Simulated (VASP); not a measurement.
# AlN (P1) in VASP: notebook, part 2 of 3

VASP 6.6.1. Earlier steps stand in the parts before.

## (3) Single point, PBE (the part above a cut slid along it)

Input file INCAR:

```
SYSTEM = AlN
PREC = Accurate ; ENCUT = 520
EDIFF = 1E-6 ; ISMEAR = 0
SIGMA = 0.05 ; LREAL = Auto
LASPH = .True. ; NELM = 80
ALGO = Normal ; ISIF = 2
LWAVE = .False. ; LCHARG = .False.
GGA = PE ; NBANDS = 46
```

Input file KPOINTS:

```
Automatic mesh
0
Gamma
  4 8 3
  0 0 0
```

Input file POSCAR:

```
AlN
1.0
   -1.5651197814     -2.7108669814      5.0179796556
    1.5651197814     -2.7108669814      0.0000000000
    7.6690869291      2.4397802832      5.5197776212
Al N
8 8
Direct
    0.6581516535      0.9991356412      0.0981155127
    0.8331516535      0.4991356412      0.8481155127
    0.3831516535      0.4991356412      0.3481155127
    0.1081516535      0.9991356412      0.5981155127
    0.9289849868      0.2491356413      0.3064488460
    0.2039849868      0.7491356413      0.0564488460
    0.6539849868      0.7491356413      0.5564488460
    0.3789849868      0.2491356413      0.8064488460
    0.9347700132      0.8083643587      0.1935011540
    0.1097700132      0.3083643587      0.9435011540
    0.6597700132      0.3083643587      0.4435011540
    0.3847700132      0.8083643587      0.6935011540
    0.2056033465      0.0583643587      0.4018344873
    0.4806033465      0.5583643587      0.1518344873
    0.9306033465      0.5583643587      0.6518344873
    0.6556033465      0.0583643587      0.9018344873
```

Potentials or basis: VASP PAW PBE potentials, release 64 (Al, N).

Started as:

```bash
cat potpaw_PBE.64/Al/POTCAR potpaw_PBE.64/N/POTCAR > POTCAR
mpirun -np 1 vasp_std > vasp.out
```

OUTCAR:

```text
SYSTEM = AlN
   PREC = Accurate
   ENCUT = 520
   EDIFF = 1E-6
   ISMEAR = 0
   LREAL = Auto
   LASPH = .True.
   NELM = 80
   ISIF = 2
   GGA = PE

 ion  position               nearest neighbor table
   1  0.658  0.999  0.098-  16 1.89  14 1.90  14 1.90   9 1.91   2 2.86   2 3.03   5 3.09   5 3.09
                             6 3.09   6 3.09   6 3.09   3 3.13   3 3.13
   2  0.833  0.499  0.848-  16 1.90  15 1.90  16 1.90  10 1.91   1 2.86   1 3.03   8 3.09   8 3.09
                             8 3.09   7 3.09   4 3.13   4 3.13
   3  0.383  0.499  0.348-  13 1.90  14 1.90  13 1.90  11 1.91   7 3.09   7 3.09   5 3.09   5 3.09
                             5 3.09   6 3.09   1 3.13   4 3.13   4 3.13   1 3.13
   4  0.108  0.999  0.598-  15 1.90  13 1.90  15 1.90  12 1.91   8 3.09   8 3.09   7 3.09   7 3.09
                             7 3.09   5 3.09   3 3.13   2 3.13   3 3.13   2 3.13
   5  0.929  0.249  0.306-   9 1.90   9 1.90  11 1.90  13 1.91   1 3.09   1 3.09   3 3.09   3 3.09
                             3 3.09   4 3.09   6 3.13   7 3.13   6 3.13   7 3.13
   6  0.204  0.749  0.056-  10 1.89   9 1.90  14 1.91  10 2.14   8 2.86   8 3.03   1 3.09   1 3.09
                             1 3.09   3 3.09   5 3.13   5 3.13
   7  0.654  0.749  0.556-  11 1.90  11 1.90  12 1.90  15 1.91   3 3.09   3 3.09   4 3.09   4 3.09
                             4 3.09   2 3.09   8 3.13   5 3.13   8 3.13   5 3.13
   8  0.379  0.249  0.806-  12 1.90  12 1.90  10 1.90  16 1.91   6 2.86   6 3.03   4 3.09   4 3.09
                             2 3.09   2 3.09   2 3.09   7 3.13   7 3.13
   9  0.935  0.808  0.194-   5 1.90   5 1.90   6 1.90   1 1.91
  10  0.110  0.308  0.944-   6 1.89   8 1.90   2 1.91   6 2.14
  11  0.660  0.308  0.444-   7 1.90   7 1.90   5 1.90   3 1.91
  12  0.385  0.808  0.694-   8 1.90   8 1.90   7 1.90   4 1.91
  13  0.206  0.058  0.402-   3 1.90   4 1.90   3 1.90   5 1.91
  14  0.481  0.558  0.152-   1 1.90   3 1.90   1 1.90   6 1.91
  15  0.931  0.558  0.652-   4 1.90   2 1.90   4 1.90   7 1.91
  16  0.656  0.058  0.902-   1 1.89   2 1.90   2 1.90   8 1.91

  LATTYP: Found a triclinic cell.
 ALAT       =     3.1302395629
 B/A-ratio  =     2.3600465287
 C/A-ratio  =     3.1015289355
 COS(alpha) =     0.0031692903
 COS(beta)  =     0.1450897313
 COS(gamma) =     0.6355806895

  Lattice vectors:

 A1 = (   1.5651197814,  -2.7108669814,   0.0000000000)
 A2 = (  -0.0000000000,  -5.4217339628,   5.0179796556)
 A3 = (  -6.1039671477,  -5.1506472646,  -5.5197776212)

Analysis of symmetry for initial positions (statically):
=====================================================================
 Subroutine PRICEL returns:
 Original cell was already a primitive cell.

 Routine SETGRP: Setting up the symmetry group for a
 triclinic supercell.

 Subroutine GETGRP returns: Found  1 space group operations
 (whereof  1 operations were pure point group operations)
 out of a pool of  2 trial point group operations.

The static configuration has the point symmetry C_1 .

Analysis of symmetry for dynamics (positions and initial velocities):
=====================================================================
 Subroutine PRICEL returns:
 Original cell was already a primitive cell.

 Routine SETGRP: Setting up the symmetry group for a
 triclinic supercell.

 Subroutine GETGRP returns: Found  1 space group operations
 (whereof  1 operations were pure point group operations)
 out of a pool of  2 trial point group operations.

The dynamic configuration has the point symmetry C_1 .

 Subroutine INISYM returns: Found  1 space group operations
 (whereof  1 operations are pure point group operations),
 and found     1 'primitive' translations
[... 107 lines left out ...]
   total plane-waves  NPLWV =  92160
   dimension x,y,z NGX =    48 NGY =   24 NGZ =   80
   dimension x,y,z NGXF=    96 NGYF=   48 NGZF=  160
   ions per type =               8   8
   NGX,Y,Z   is equivalent  to a cutoff of  13.49, 12.75, 13.63 a.u.
   NGXF,Y,Z  is equivalent  to a cutoff of  26.98, 25.49, 27.26 a.u.
 SYSTEM =  AlN
   PREC   = accura    normal or accurate (medium, high low for compatibility)
   ISTART =      0    job   : 0-new  1-cont  2-samecut
   ICHARG =      2    charge: 1-file 2-atom 10-const
   ISPIN  =      1    spin polarized calculation?
   LNONCOLLINEAR =      F non collinear calculations
   LSORBIT =      F    spin-orbit coupling
   LASPH  =      T    aspherical Exc in radial PAW
   ENCUT  =  520.0 eV  38.22 Ry    6.18 a.u.  11.00  5.82 18.15*2*pi/ulx,y,z
   NELM   =     80;   NELMIN=  2; NELMDL= -5     # of ELM steps
   EDIFF  = 0.1E-05   stopping-criterion for ELM
   LREAL  =      T    real-space projection
   EDIFFG = 0.1E-04   stopping-criterion for IOM
   NSW    =      0    number of steps for IOM
   IBRION =     -1    ionic relax: 0-MD 1-quasi-New 2-CG
   NFREE  =      0    steps in history (QN), initial steepest desc. (CG)
   ISIF   =      2    stress and relaxation
   ISYM   =      2    0-nonsym 1-usesym 2-fastsym
   POTIM  = 0.5000    time-step for ionic-motion
   TEBEG  =    0.0;   TEEND  =   0.0 temperature during run
   PSTRESS=    0.0 pullay stress
   NELECT =      64.0000    total number of electrons
   NUPDOWN=      -1.0000    fix difference up-down
   EMIN   =  10.00;   EMAX   =-10.00  energy-range for DOS
   EFERMI =   0.00;   METHOD = LEGACY
   ISMEAR =     0;   SIGMA  =   0.05  broadening in eV -4-tet -1-fermi 0-gaus
   EFERMI_NEDOS =   21; number of points for ismear=-14 and -15
   IALGO  =     38    algorithm
   IMIX   =      4    mixing-type and parameters
     AMIX     =   0.40;   BMIX     =  1.00
     AMIX_MAG =   1.60;   BMIX_MAG =  1.00
  volume/ion in A,a.u.               =      10.65        71.84
  Fermi-wavevector in a.u.,A,eV,Ry     =   1.181345  2.232418 18.987951  1.395575
  Thomas-Fermi vector in A             =   2.317620
   LORBIT       =      0    0 simple, 1 ext, 2 COOP (PROOUT), +10 PAW based schemes
   GGA     = PE    functional components
   LHFCALC =     F    Hartree Fock is set to
   AEXX    =    0.0000 exact exchange contribution
   IVDW    =     0    specifies the selected vdW correction
   LEPSILON=     F    determine dielectric tensor
   LRPA    =     F    only Hartree local field effects (RPA)
 non-spin polarized calculation
 Gauss-broadening in eV      SIGMA  =   0.05
  energy-cutoff  :      520.00
  volume of cell :      170.32
 maximum number of plane-waves:      4604
 NGX is ok and might be reduce to    48
   NGX = 21   NGY = 11   NGZ = 37

 number of electron      64.0000001 magnetization

 Free energy of the ion-electron system (eV)
  ---------------------------------------------------
  ext. energy  EPLUGINS =         0.00000000
  ---------------------------------------------------
  free energy    TOTEN  =      -118.00583591 eV

  energy without entropy =     -118.00583591  energy(sigma->0) =     -118.00583591

 E-fermi :   6.3838     XC(G=0): -10.8426

 val. band max:        6.0946310318   @ k =   0.0000   0.0000   0.0000
 cond. band min:       9.6950118388   @ k =   0.0000   0.0000   0.0000
 fundamental gap:      3.6003808070
 Fermi energy:         6.3837609294

 k-point     1 :       0.0000    0.0000    0.0000
  band No.  band energies     occupation
      1      -9.0952      2.00000
      2      -8.1822      2.00000
      3      -8.1231      2.00000
      4      -7.1626      2.00000
      5      -6.9597      2.00000
      6      -6.9001      2.00000
[... 1117 lines left out ...]
     43      14.8888      0.00000
     44      15.1530      0.00000

 [... further k-points ...]

 [bands above 44 left out]

------------------------ aborting loop because EDIFF is reached ----------------------------------------

  FORCE on cell =-STRESS in cart. coord.  units (eV):
  Direction    XX          YY          ZZ          XY          YZ          ZX
  --------------------------------------------------------------------------------------
  -------------------------------------------------------------------------------------
  Total        2.2720132      3.6869253     -7.4442971      3.4592532      1.3380025     -1.0289762
  in kB       21.3720781     34.6816900    -70.0260470     32.5400533     12.5861477     -9.6792398
  external PRESSURE =      -4.6574263 kB  Pullay stress =       0.0000000 kB

 VOLUME and BASIS-vectors are now :
 -----------------------------------------------------------------------------
  energy-cutoff  :      520.00
  volume of cell :      170.32
      direct lattice vectors                 reciprocal lattice vectors
    -1.565119781 -2.710866981  5.017979656    -0.087852701 -0.050721781  0.144480458
     1.565119781 -2.710866981  0.000000000     0.159732183 -0.276664257 -0.099641695
     7.669086929  2.439780283  5.519777621     0.079866092  0.046110710  0.049820848

 POSITION                                       TOTAL-FORCE (eV/Angst)
 -----------------------------------------------------------------------------------
      1.28614     -4.25331      3.84417         0.117743      0.407883     -0.126584
      5.98150     -1.54244      8.86215        -0.316481     -0.342930      0.250177
      2.85126     -1.54244      3.84417         0.181099      0.135561      0.058997
      5.98150     -1.54244      3.84417         0.062233      0.039357      0.020852
      1.28614     -2.44606      6.35316         0.002026     -0.003186     -0.034418
      1.28614     -2.44606      1.33518         0.255500      1.083357     -1.837262
[... 8 lines left out ...]
      4.41638     -2.44606      8.26773        -0.043278     -0.046203     -0.007883
      5.98150      0.26481      8.26773        -0.311702     -0.543357      0.450485
 -----------------------------------------------------------------------------------
    total drift:                                0.009710      0.005328      0.001592

  FREE ENERGIE OF THE ION-ELECTRON SYSTEM (eV)
  ---------------------------------------------------
  free  energy   TOTEN  =      -118.0058359087 eV

  energy  without entropy=     -118.0058359087  energy(sigma->0) =     -118.00583591
```

Run time: 4.8 min. Hardware: 1 thread of Intel Xeon 6975P-C (Granite Rapids), shared host; peak memory 0.42 GiB.

What came out:

```yaml
Free_energy: -118.0058 eV
Pressure: -0.5 GPa
Largest_force: 2.203 eV/Å
Band_gap_on_the_k_mesh: 3.60 eV
```

Forces on the atoms (eV/Å):
```
Al   0.118  0.408 -0.127
Al  -0.316 -0.343  0.250
Al   0.181  0.136  0.059
Al   0.062  0.039  0.021
Al   0.002 -0.003 -0.034
Al   0.256  1.083 -1.837
Al   0.006  0.003  0.007
Al  -0.096 -0.230 -0.271
N    0.348  0.406 -0.031
N   -0.145 -1.115  1.895
N   -0.017 -0.003 -0.064
N   -0.141 -0.097  0.105
N   -0.058 -0.021  0.004
N    0.155  0.328 -0.418
N   -0.043 -0.046 -0.008
N   -0.312 -0.543  0.450
```

Levels at points of the mesh, in eV from the valence-band top:
```csv
k point,band 29,band 30,band 31,band 32,band 33,band 34,band 35,band 36
"(0.00, 0.00, 0.00)",-0.50,-0.28,-0.08,0.00,3.60,4.76,4.96,5.44
"(0.50, 0.00, 0.00)",-0.70,-0.61,-0.45,-0.10,5.10,5.58,5.69,5.89
"(0.00, 0.50, 0.00)",-1.24,-1.10,-1.03,-0.51,4.67,4.77,5.19,5.81
"(0.50, 0.50, 0.00)",-1.32,-1.09,-0.99,-0.82,4.66,5.06,5.37,5.54
```

Caveat: the cell differs from its parent crystal (the part above a cut slid along it); the stress differs along the axes, from -7 to 3 GPa; forces of over 1 eV/Å act on the atoms, so gaps and moduli don't describe the material at rest. A k mesh can miss the band edges.

## (4) Single point, PBE (the part above a cut slid along it)

Input file INCAR:

```
PREC = Accurate
ENCUT = 520
EDIFF = 1E-7
ISMEAR = 0
SIGMA = 0.05
LREAL = Auto
LASPH = T
NELM = 60
ALGO = Normal
ISIF = 2
LWAVE = F
LCHARG = F
GGA = PE
NBANDS = 46
```

Input file KPOINTS:

```
regular mesh
0
Gamma
  4 8 3
```

Input file POSCAR:

```
AlN
1.0
   -1.5651197814     -2.7108669814      5.0179796556
    1.5651197814     -2.7108669814      0.0000000000
    7.3560629728      1.8976068869      6.5233735523
Al N
8 8
Direct
    0.6385285510      0.9991356412      0.0981155127
    0.6635285510      0.4991356412      0.8481155127
    0.3135285510      0.4991356412      0.3481155127
   -0.0114714490      0.9991356412      0.5981155127
    0.8676952176      0.2491356413      0.3064488460
    0.1926952176      0.7491356413      0.0564488460
    0.5426952176      0.7491356413      0.5564488460
    0.2176952176      0.2491356413      0.8064488460
    0.8960697824      0.8083643587      0.1935011540
   -0.0789302176      0.3083643587      0.9435011540
    0.5710697824      0.3083643587      0.4435011540
    0.2460697824      0.8083643587      0.6935011540
    0.1252364490      0.0583643588      0.4018344873
    0.4502364490      0.5583643587      0.1518344873
    0.8002364490      0.5583643587      0.6518344873
    0.4752364490      0.0583643587      0.9018344873
```

Potentials or basis: VASP PAW PBE potentials, release 64 (Al, N).

Started as:

```bash
cat potpaw_PBE.64/Al/POTCAR potpaw_PBE.64/N/POTCAR > POTCAR
mpirun -np 1 vasp_std > vasp.out
```

OUTCAR:

```text
PREC = Accurate
   ENCUT = 520
   EDIFF = 1E-7
   ISMEAR = 0
   LREAL = Auto
   LASPH = T
   NELM = 60
   ISIF = 2
   GGA = PE

 ion  position               nearest neighbor table
   1  0.639  0.999  0.098-  14 1.90  14 1.90   9 1.91  10 2.23  16 2.37   2 2.66   5 3.09   6 3.09
                             5 3.09   6 3.09   6 3.09   3 3.13   3 3.13   2 3.16
   2  0.664  0.499  0.848-  15 1.90  16 1.90  16 1.90  10 1.91   1 2.66   6 3.01   8 3.09   8 3.09
                             8 3.09   7 3.09   4 3.13   4 3.13   1 3.16
   3  0.314  0.499  0.348-  14 1.90  13 1.90  13 1.90  11 1.91   7 3.09   5 3.09   7 3.09   5 3.09
                             5 3.09   6 3.09   4 3.13   1 3.13   4 3.13   1 3.13
   4  0.989  0.999  0.598-  13 1.90  15 1.90  15 1.90  12 1.91   8 3.09   7 3.09   8 3.09   7 3.09
                             7 3.09   5 3.09   3 3.13   2 3.13   3 3.13   2 3.13
   5  0.868  0.249  0.306-   9 1.90   9 1.90  11 1.90  13 1.91   1 3.09   3 3.09   1 3.09   3 3.09
                             3 3.09   4 3.09   6 3.13   7 3.13   6 3.13   7 3.13
   6  0.193  0.749  0.056-   9 1.90  14 1.91  16 2.23  10 2.37   8 2.66   2 3.01   1 3.09   1 3.09
                             1 3.09   3 3.09   5 3.13   5 3.13   8 3.16
   7  0.543  0.749  0.556-  11 1.90  11 1.90  12 1.90  15 1.91   3 3.09   4 3.09   3 3.09   4 3.09
                             4 3.09   2 3.09   8 3.13   5 3.13   8 3.13   5 3.13
[... 1361 lines left out ...]
     44      14.7537      0.00000

 [... further k-points ...]

 [bands above 44 left out]

------------------------ aborting loop because EDIFF is reached ----------------------------------------

  FORCE on cell =-STRESS in cart. coord.  units (eV):
  Direction    XX          YY          ZZ          XY          YZ          ZX
  --------------------------------------------------------------------------------------
  -------------------------------------------------------------------------------------
  Total       -1.2582979      1.0723222     -6.7740607      0.4924915      7.8068448      6.0198010
  in kB      -11.8363932     10.0869812    -63.7213536      4.6327046     73.4364130     56.6262817
  external PRESSURE =     -21.8235885 kB  Pullay stress =       0.0000000 kB

 VOLUME and BASIS-vectors are now :
 -----------------------------------------------------------------------------
  energy-cutoff  :      520.00
  volume of cell :      170.32
      direct lattice vectors                 reciprocal lattice vectors
    -1.565119781 -2.710866981  5.017979656    -0.103825919 -0.059943922  0.134516289
     1.565119781 -2.710866981  0.000000000     0.159732183 -0.276664257 -0.099641695
     7.356062973  1.897606887  6.523373552     0.079866092  0.046110710  0.049820848

 POSITION                                       TOTAL-FORCE (eV/Angst)
 -----------------------------------------------------------------------------------
      1.28614     -4.25331      3.84417        -1.504073     -0.866225      0.971950
      5.98150     -1.54244      8.86215        -1.169120     -1.016685      0.769454
      2.85126     -1.54244      3.84417         0.237126      0.224031      0.120581
      4.41638     -4.25331      8.86215         0.103986      0.057486      0.124985
      1.28614     -2.44606      6.35316         0.112415      0.047372      0.161671
      1.28614     -2.44606      1.33518         1.018714     -0.546225     -1.088136
[... 8 lines left out ...]
      4.41638     -2.44606      8.26773         0.038245      0.022197     -0.228206
      5.98150      0.26481      8.26773         1.001564      0.321893     -0.705088
 -----------------------------------------------------------------------------------
    total drift:                                0.008118      0.001992     -0.003220

  FREE ENERGIE OF THE ION-ELECTRON SYSTEM (eV)
  ---------------------------------------------------
  free  energy   TOTEN  =      -114.7900032722 eV

  energy  without entropy=     -114.7900032722  energy(sigma->0) =     -114.79000327
```

OSZICAR:

```text
N       E                     dE             d eps       ncg     rms          rms(c)
DAV:   1     0.244625318536E+03    0.24463E+03   -0.29518E+04  4600   0.125E+03
DAV:   2    -0.109047851710E+03   -0.35367E+03   -0.33528E+03  5868   0.248E+02
DAV:   3    -0.133261001559E+03   -0.24213E+02   -0.24027E+02  5784   0.691E+01
DAV:   4    -0.133565752409E+03   -0.30475E+00   -0.30409E+00  5616   0.854E+00
DAV:   5    -0.133571066710E+03   -0.53143E-02   -0.53122E-02  5592   0.111E+00    0.238E+01
DAV:   6    -0.114857106055E+03    0.18714E+02   -0.71797E+01  5584   0.327E+01    0.834E+00
DAV:   7    -0.114876018080E+03   -0.18912E-01   -0.26466E+00  5360   0.700E+00    0.567E+00
DAV:   8    -0.114792678239E+03    0.83340E-01   -0.24139E-01  5592   0.275E+00    0.109E+00
DAV:   9    -0.114788570180E+03    0.41081E-02   -0.34311E-02  5680   0.934E-01    0.443E-01
DAV:  10    -0.114789892999E+03   -0.13228E-02   -0.12749E-02  5568   0.506E-01    0.220E-01
DAV:  11    -0.114789903521E+03   -0.10522E-04   -0.20502E-03  5856   0.278E-01    0.712E-02
DAV:  12    -0.114789999124E+03   -0.95603E-04   -0.42859E-04  5256   0.109E-01    0.283E-02
DAV:  13    -0.114790001572E+03   -0.24482E-05   -0.48083E-05  5640   0.371E-02    0.123E-02
DAV:  14    -0.114790003002E+03   -0.14301E-05   -0.56825E-06  5256   0.140E-02    0.764E-03
DAV:  15    -0.114790003316E+03   -0.31416E-06   -0.21877E-06  5664   0.732E-03    0.289E-03
DAV:  16    -0.114790003272E+03    0.43950E-07   -0.46791E-07  5536   0.391E-03
   1 F= -.11479000E+03 E0= -.11479000E+03  d E =-.242784E-14
```

stdout:

```text
POSCAR found type information on POSCAR AlN
 POSCAR found :  2 types and      16 ions
 scaLAPACK will be used
 LDA part: xc-table for (Slater+PW92), standard interpolation
 POSCAR, INCAR and KPOINTS ok, starting setup
 FFT: planning ... GRIDC
 FFT: planning ... GRID_SOFT
 FFT: planning ... GRID
 WAVECAR not read
 entering main loop
```

Run time: 4.8 min. Hardware: 1 thread of Intel Xeon 6975P-C (Granite Rapids), shared host; peak memory 0.43 GiB.

What came out:

| Quantity | Value |
| --- | --- |
| Free energy | -114.7900 eV |
| Pressure | -2.2 GPa |
| Largest force | 1.989 eV/Å |
| Band gap on the k mesh | 1.00 eV (least direct gap 1.10 eV) |

Forces on the atoms (eV/Å):
```
Al  -1.504 -0.866  0.972
Al  -1.169 -1.017  0.769
Al   0.237  0.224  0.121
Al   0.104  0.057  0.125
Al   0.112  0.047  0.162
Al   1.019 -0.546 -1.088
Al  -0.004  0.004 -0.032
Al   0.253 -0.329 -1.677
N    0.349  0.918  1.030
N   -0.604  0.361  0.524
N   -0.069 -0.029 -0.081
N   -0.312 -0.183  0.233
N   -0.070  0.001  0.063
N    0.618  1.014 -0.186
N    0.038  0.022 -0.228
N    1.002  0.322 -0.705
```

Caveat: the cell differs from its parent crystal (the part above a cut slid along it); the stress differs along the axes, from -6 to 1 GPa; forces of over 1 eV/Å act on the atoms, so gaps and moduli don't describe the material at rest. A k mesh can miss the band edges.

[end of part 2 of 3]
